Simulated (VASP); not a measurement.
A run of VASP 6.6.1 is set up as follows.

INCAR

```
SYSTEM = Cu
  ALGO = Fast
  EDIFF = 1E-6
  ENCUT = 520
  GGA = PE
  ISIF = 2
  ISMEAR = 0
  LASPH = .TRUE.
  LCHARG = .FALSE.
  LREAL = .FALSE.
  LWAVE = .FALSE.
  NBANDS = 18
  NELM = 60
  PREC = Accurate
  SIGMA = 0.1
```

KPOINTS

```
k-points
0
G
  6 6 6
  0 0 0
```

POSCAR

```
Cu
1.0
    1.2948823094      0.7476006499      4.1264200333
   -1.2948823094      0.7476006499      4.1264200333
    0.0000000000     -1.4952012998      4.1264200333
Cu
2
Direct
    0.2500025115      0.2500025115      0.2500025115
    0.7499974885      0.7499974885      0.7499974885
```

Potentials or basis: VASP PAW PBE potentials, release 64 (Cu).

Launch:

```console
$ cat potpaw_PBE.64/Cu/POTCAR > POTCAR
$ mpirun -np 1 vasp_std > vasp.out
```

(1) Estimate the band gap on the k mesh.

(2) Predict the pressure.

Results:

(1) zero (band 11 reaches 10.58 eV, above the bottom of band 12 at 5.26 eV).

(2) 1.3 GPa.

Caveat: the k points lie up to 0.47 Å⁻¹ apart.
